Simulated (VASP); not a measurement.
The system is Hg.

```xyz
1
Lattice="1.7463 1.0082 2.1479 -1.7463 1.0082 2.1479 0.0000 -2.0165 2.1479" Properties=species:S:1:pos:R:3 pbc="T T T"
Hg   -1.7463    1.0082    2.1479
```

Base run:

| Quantity | Value |
| --- | --- |
| Program | VASP 6.6.1 |
| Functional | LDA |
| Potentials or basis | VASP PAW LDA potentials, release 64 (Hg_sv_GW) |
| Cutoff | 550 eV |
| k mesh | 11 × 11 × 11 |
| Occupations | fermi-dirac, width 1 eV |
| Spin | no spin polarisation |

Its results: band gap on the k mesh zero (bands 10 and 11 overlap by 2.73 eV); pressure 1.6 GPa.

Q: The run is repeated on the same cell with these changes: occupations from fermi-dirac, width 1 eV to gaussian, width 0.3 eV. What comes out?

A: Band gap on the k mesh zero (bands 10 and 11 overlap by 2.74 eV); pressure -0.1 GPa.

Caveats: so wide a smearing shifts energies and pressures; spin-orbit coupling is left out, which moves the levels of the heavy elements.
